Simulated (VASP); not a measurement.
# La3N2 (Immm) in VASP: single point with PBE

Aim: the single point of La3N2 with PBE.

Everything below comes from runs of VASP 6.6.1. Logs are shortened: lines on timing, memory, paths and dates and some standing lists are left out, and cuts for length are marked.

## (1) The cell of the first run

It takes space group Immm (No. 71, orthorhombic). Conventional cell: a = 3.684 Å, b = 5.377 Å, c = 11.346 Å, α = 90.00°, β = 90.00°, γ = 90.00°. La (site symmetry mm2) has 4 N at 2.50 to 2.69 Å within 3.3 Å. Within 3.7 Å of La (site symmetry mmm) lie 4 N at 2.67 Å and 4 La at 3.62 to 3.68 Å. N (site symmetry mm2) has 6 La at 2.50 to 2.69 Å within 3.3 Å.

## (2) Single point, PBE

The input, INCAR:

```
SYSTEM = La3N2
ALGO = Normal ; EDIFF = 1E-6
ENCUT = 520 ; GGA = PE
ISIF = 2 ; ISMEAR = 0
LASPH = .TRUE. ; LCHARG = .FALSE.
LREAL = .FALSE. ; LWAVE = .FALSE.
NBANDS = 30 ; NELM = 60
PREC = Accurate ; SIGMA = 0.1
```

The input, KPOINTS:

```
k-points
0
G
  12 12 12
  0 0 0
```

The input, POSCAR:

```
La3N2
1.0
   -1.8419410806      2.6886674641      5.6731528804
    1.8419410806     -2.6886674641      5.6731528804
    1.8419410806      2.6886674641     -5.6731528804
La N
3 2
Direct
    0.3188997449      0.3188997449      0.0000000000
    0.6811002551      0.6811002551      0.0000000000
    0.0000000000      0.0000000000      0.0000000000
    0.1702561844      0.6702561844      0.5000000000
    0.8297438156      0.3297438156      0.5000000000
```

Potentials or basis: VASP PAW PBE potentials, release 64 (La, N).

Launch:

```bash
cat potpaw_PBE.64/La/POTCAR potpaw_PBE.64/N/POTCAR > POTCAR
mpirun -np 1 vasp_std > vasp.out
```

OUTCAR:

```text
SYSTEM = La3N2
   EDIFF = 1E-6
   ENCUT = 520
   GGA = PE
   ISIF = 2
   ISMEAR = 0
   LASPH = .TRUE.
   LREAL = .FALSE.
   NELM = 60
   PREC = Accurate

 ion  position               nearest neighbor table
   1  0.319  0.319  0.000-   4 2.50   4 2.50   5 2.69   5 2.69   2 3.61   2 3.61   2 3.61   2 3.61
                             3 3.62
   2  0.681  0.681  0.000-   5 2.50   5 2.50   4 2.69   4 2.69   1 3.61   1 3.61   1 3.61   1 3.61
                             3 3.62
   3  0.000  0.000  0.000-   4 2.67   5 2.67   4 2.67   5 2.67   2 3.62   1 3.62
   4  0.170  0.670  0.500-   1 2.50   1 2.50   3 2.67   3 2.67   2 2.69   2 2.69
   5  0.830  0.330  0.500-   2 2.50   2 2.50   3 2.67   3 2.67   1 2.69   1 2.69

  LATTYP: Found a body centered orthorhombic cell.
 ALAT       =     3.6838821612
 B/A-ratio  =     1.4596924366
 C/A-ratio  =     3.0799860756

  Lattice vectors:

 A1 = (  -1.8419410806,   2.6886674641,   5.6731528804)
 A2 = (   1.8419410806,  -2.6886674641,   5.6731528804)
 A3 = (   1.8419410806,   2.6886674641,  -5.6731528804)

Analysis of symmetry for initial positions (statically):
=====================================================================
 Subroutine PRICEL returns:
 Original cell was already a primitive cell.

 Routine SETGRP: Setting up the symmetry group for a
 body centered orthorhombic supercell.

 Subroutine GETGRP returns: Found  8 space group operations
 (whereof  8 operations were pure point group operations)
 out of a pool of  8 trial point group operations.

The static configuration has the point symmetry D_2h.

Analysis of symmetry for dynamics (positions and initial velocities):
=====================================================================
 Subroutine PRICEL returns:
 Original cell was already a primitive cell.

 Routine SETGRP: Setting up the symmetry group for a
 body centered orthorhombic supercell.

 Subroutine GETGRP returns: Found  8 space group operations
 (whereof  8 operations were pure point group operations)
 out of a pool of  8 trial point group operations.

The dynamic configuration has the point symmetry D_2h.

 Subroutine INISYM returns: Found  8 space group operations
 (whereof  8 operations are pure point group operations),
 and found     1 'primitive' translations

----------------------------------------------------------------------------------------

                                     Primitive cell

  volume of cell :     112.3821

  direct lattice vectors                    reciprocal lattice vectors
    -1.841941081  2.688667464  5.673152880     0.000000000  0.185965727  0.088134413
     1.841941081 -2.688667464  5.673152880     0.271452765  0.000000000  0.088134413
     1.841941081  2.688667464 -5.673152880     0.271452765  0.185965727  0.000000000

  length of vectors
     6.542655675  6.542655675  6.542655675     0.205793407  0.285401960  0.329043850

  position of ions in fractional coordinates (direct lattice)
     0.318899745  0.318899745  0.000000000
     0.681100255  0.681100255  0.000000000
     0.000000000  0.000000000  0.000000000
     0.170256184  0.670256184  0.500000000
     0.829743816  0.329743816  0.500000000

  ion indices of the primitive-cell ions
   primitive index   ion index
                 1           1
                 2           2
                 3           3
                 4           4
                 5           5

----------------------------------------------------------------------------------------

 KPOINTS: k-points

Automatic generation of k-mesh.
 Grid dimensions read from file:
 generate k-points for:   12   12   12

 Generating k-lattice:

  Cartesian coordinates                     Fractional coordinates (reciprocal lattice)
     0.000000000  0.015497144  0.007344534     0.083333333 -0.000000000  0.000000000
     0.022621064  0.000000000  0.007344534    -0.000000000  0.083333333  0.000000000
     0.022621064  0.015497144  0.000000000     0.000000000  0.000000000  0.083333333

  Length of vectors
     0.017149451  0.023783497  0.027420321

  Shift w.r.t. Gamma in fractional coordinates (k-lattice)
     0.000000000  0.000000000  0.000000000

 Subroutine IBZKPT returns following result:
 ===========================================

 Found    280 irreducible k-points:

 Following reciprocal coordinates:
            Coordinates               Weight
  0.000000  0.000000  0.000000      1.000000
  0.083333  0.000000 -0.000000      4.000000
  0.166667  0.000000 -0.000000      4.000000
  0.250000  0.000000  0.000000      4.000000
  0.333333  0.000000  0.000000      4.000000
  0.416667  0.000000  0.000000      4.000000
[... 16 lines left out ...]
  0.250000  0.166667  0.000000      8.000000
  0.333333  0.166667  0.000000      8.000000
 [... further k-points ...]
   k-points           NKPTS =    280   k-points in BZ     NKDIM =    280   number of bands    NBANDS=     30
   number of dos      NEDOS =    301   number of ions     NIONS =      5
   total plane-waves  NPLWV = 125000
   dimension x,y,z NGX =    50 NGY =   50 NGZ =   50
   dimension x,y,z NGXF=   100 NGYF=  100 NGZF=  100
   ions per type =               3   2
   NGX,Y,Z   is equivalent  to a cutoff of  12.70, 12.70, 12.70 a.u.
   NGXF,Y,Z  is equivalent  to a cutoff of  25.41, 25.41, 25.41 a.u.
 SYSTEM =  La3N2
   PREC   = accura    normal or accurate (medium, high low for compatibility)
   ISTART =      0    job   : 0-new  1-cont  2-samecut
   ICHARG =      2    charge: 1-file 2-atom 10-const
   ISPIN  =      1    spin polarized calculation?
   LNONCOLLINEAR =      F non collinear calculations
   LSORBIT =      F    spin-orbit coupling
   LASPH  =      T    aspherical Exc in radial PAW
   ENCUT  =  520.0 eV  38.22 Ry    6.18 a.u.  12.17 12.17 12.17*2*pi/ulx,y,z
   NELM   =     60;   NELMIN=  2; NELMDL= -5     # of ELM steps
   EDIFF  = 0.1E-05   stopping-criterion for ELM
   LREAL  =      F    real-space projection
   EDIFFG = 0.1E-04   stopping-criterion for IOM
   NSW    =      0    number of steps for IOM
   IBRION =     -1    ionic relax: 0-MD 1-quasi-New 2-CG
   NFREE  =      0    steps in history (QN), initial steepest desc. (CG)
   ISIF   =      2    stress and relaxation
   ISYM   =      2    0-nonsym 1-usesym 2-fastsym
   POTIM  = 0.5000    time-step for ionic-motion
   TEBEG  =    0.0;   TEEND  =   0.0 temperature during run
   PSTRESS=    0.0 pullay stress
   NELECT =      43.0000    total number of electrons
   NUPDOWN=      -1.0000    fix difference up-down
   EMIN   =  10.00;   EMAX   =-10.00  energy-range for DOS
   EFERMI =   0.00;   METHOD = LEGACY
   ISMEAR =     0;   SIGMA  =   0.10  broadening in eV -4-tet -1-fermi 0-gaus
   EFERMI_NEDOS =   21; number of points for ismear=-14 and -15
   IALGO  =     38    algorithm
   IMIX   =      4    mixing-type and parameters
     AMIX     =   0.40;   BMIX     =  1.00
     AMIX_MAG =   1.60;   BMIX_MAG =  1.00
  volume/ion in A,a.u.               =      22.48       151.68
  Fermi-wavevector in a.u.,A,eV,Ry     =   1.188498  2.245936 19.218612  1.412528
  Thomas-Fermi vector in A             =   2.324626
   LORBIT       =      0    0 simple, 1 ext, 2 COOP (PROOUT), +10 PAW based schemes
   GGA     = PE    functional components
   LHFCALC =     F    Hartree Fock is set to
   AEXX    =    0.0000 exact exchange contribution
   IVDW    =     0    specifies the selected vdW correction
   LEPSILON=     F    determine dielectric tensor
   LRPA    =     F    only Hartree local field effects (RPA)
 non-spin polarized calculation
 Gauss-broadening in eV      SIGMA  =   0.10
  energy-cutoff  :      520.00
  volume of cell :      112.38
 maximum number of plane-waves:      3045
 NGX is ok and might be reduce to    50
   NGX = 25   NGY = 25   NGZ = 25

 number of electron      43.0000000 magnetization

 Free energy of the ion-electron system (eV)
  ---------------------------------------------------
  ext. energy  EPLUGINS =         0.00000000
  ---------------------------------------------------
  free energy    TOTEN  =       -36.59115697 eV

  energy without entropy =      -36.57137272  energy(sigma->0) =      -36.58126484

 E-fermi :   8.6042     XC(G=0): -10.2275

 val. band max:        8.6036996956   @ k =   0.3333  -0.3333   0.1667
 cond. band min:       8.6087410374   @ k =  -0.3333  -0.4167   0.2500
 fundamental gap:      0.0050413418
 Fermi energy:         8.6042408821

 k-point     1 :       0.0000    0.0000    0.0000
  band No.  band energies     occupation
      1     -23.8992      2.00000
      2     -23.6615      2.00000
      3     -23.5136      2.00000
      4      -8.6559      2.00000
      5      -8.0663      2.00000
      6      -8.0496      2.00000
[... 22 lines left out ...]
     29      10.6204      0.00000
     30      10.8675      0.00000

 k-point     2 :       0.0833    0.0000   -0.0000
  band No.  band energies     occupation
      1     -23.8947      2.00000
      2     -23.6622      2.00000
      3     -23.5175      2.00000
      4      -8.7079      2.00000
      5      -8.1397      2.00000
      6      -7.9746      2.00000
[... 22 lines left out ...]
     29      10.6445      0.00000
     30      10.9059      0.00000

 k-point     3 :       0.1667    0.0000   -0.0000
  band No.  band energies     occupation
      1     -23.8821      2.00000
      2     -23.6637      2.00000
      3     -23.5291      2.00000
      4      -8.8081      2.00000
      5      -8.2542      2.00000
      6      -7.8115      2.00000
[... 22 lines left out ...]
     29      10.8068      0.00000
     30      10.8990      0.00000

 k-point     4 :       0.2500    0.0000    0.0000
  band No.  band energies     occupation
      1     -23.8639      2.00000
      2     -23.6640      2.00000
      3     -23.5478      2.00000
      4      -8.8983      2.00000
      5      -8.3481      2.00000
      6      -7.6774      2.00000
[... 22 lines left out ...]
     29      10.8952      0.00000
     30      10.9117      0.00000

 k-point     5 :       0.3333    0.0000    0.0000
  band No.  band energies     occupation
      1     -23.8446      2.00000
      2     -23.6599      2.00000
      3     -23.5718      2.00000
      4      -8.9610      2.00000
      5      -8.4069      2.00000
      6      -7.7162      2.00000
[... 22 lines left out ...]
     29      10.8902      0.00000
     30      10.9351      0.00000
[... 526 lines left out ...]
     29      10.7551      0.00000
     30      11.0035      0.00000

 k-point    22 :       0.1667    0.1667    0.0000
  band No.  band energies     occupation
      1     -23.8407      2.00000
      2     -23.6475      2.00000
      3     -23.5209      2.00000
      4      -8.6665      2.00000
      5      -8.2322      2.00000
      6      -7.8199      2.00000
[... 22 lines left out ...]
     29      10.7954      0.00000
     30      10.9341      0.00000

 k-point    23 :       0.2500    0.1667    0.0000
  band No.  band energies     occupation
      1     -23.8252      2.00000
      2     -23.6465      2.00000
      3     -23.5376      2.00000
      4      -8.7605      2.00000
      5      -8.3435      2.00000
      6      -7.8110      2.00000
[... 22 lines left out ...]
     29      10.8860      0.00000
     30      10.9310      0.00000

 k-point    24 :       0.3333    0.1667    0.0000
  band No.  band energies     occupation
      1     -23.8111      2.00000
      2     -23.6398      2.00000
      3     -23.5586      2.00000
      4      -8.8303      2.00000
      5      -8.4389      2.00000
      6      -7.8637      2.00000
[... 22 lines left out ...]
     29      10.9084      0.00000
     30      10.9548      0.00000

 [... further k-points ...]

------------------------ aborting loop because EDIFF is reached ----------------------------------------

  FORCE on cell =-STRESS in cart. coord.  units (eV):
  Direction    XX          YY          ZZ          XY          YZ          ZX
  --------------------------------------------------------------------------------------
  -------------------------------------------------------------------------------------
  Total       -0.0547842     -0.0851525     -0.0542828     -0.0000000      0.0000000      0.0000000
  in kB       -0.7810319     -1.2139777     -0.7738827     -0.0000000      0.0000000      0.0000000
  external PRESSURE =      -0.9229641 kB  Pullay stress =       0.0000000 kB

 VOLUME and BASIS-vectors are now :
 -----------------------------------------------------------------------------
  energy-cutoff  :      520.00
  volume of cell :      112.38
      direct lattice vectors                 reciprocal lattice vectors
    -1.841941081  2.688667464  5.673152880     0.000000000  0.185965727  0.088134413
     1.841941081 -2.688667464  5.673152880     0.271452765  0.000000000  0.088134413
     1.841941081  2.688667464 -5.673152880     0.271452765  0.185965727  0.000000000

 POSITION                                       TOTAL-FORCE (eV/Angst)
 -----------------------------------------------------------------------------------
      0.00000      0.00000      3.61833         0.000000      0.000000     -0.009583
      0.00000      0.00000      7.72797        -0.000000     -0.000000      0.009583
      0.00000      0.00000      0.00000        -0.000000     -0.000000     -0.000000
      1.84194      0.00000      1.93178        -0.000000      0.000000      0.001065
     -0.00000      2.68867      3.74137        -0.000000     -0.000000     -0.001065
 -----------------------------------------------------------------------------------
    total drift:                                0.000000     -0.000000      0.000000

  FREE ENERGIE OF THE ION-ELECTRON SYSTEM (eV)
  ---------------------------------------------------
  free  energy   TOTEN  =       -36.5911569660 eV

  energy  without entropy=      -36.5713727206  energy(sigma->0) =      -36.58126484
```

Run time: 62 min. Hardware: 1 thread of Intel Xeon 8259CL, shared host; peak memory 1 GiB.

Results:

```
Free energy            : -36.5912 eV
Pressure               : -0.1 GPa
Largest force          : 0.010 eV/Å
Band gap on the k mesh : zero (an odd number of electrons rules out a gap without spin polarisation)
```

Forces in eV/Å, atoms in the order of the input:
```
La   0.000  0.000 -0.010
La   0.000  0.000  0.010
La   0.000  0.000  0.000
N    0.000  0.000  0.001
N    0.000  0.000 -0.001
```

Levels at points of the mesh, in eV from the Fermi level:
```tsv
k point	band 20	band 21	band 22	band 23	band 24	band 25
(0.00, 0.00, 0.00)	-1.66	-1.54	0.74	1.01	1.40	1.53
(0.50, 0.00, 0.00)	-2.31	-0.11	-0.07	0.77	0.82	1.20
(0.00, 0.50, 0.00)	-1.67	-1.23	-0.50	0.01	0.76	1.44
(0.50, 0.50, 0.00)	-2.03	0.01	0.67	0.78	1.10	1.48
(0.50, 0.50, 0.50)	-1.40	-1.39	-0.71	0.86	0.86	1.37
```

Caveat: spin-orbit coupling is left out, which moves the levels of the heavy elements.
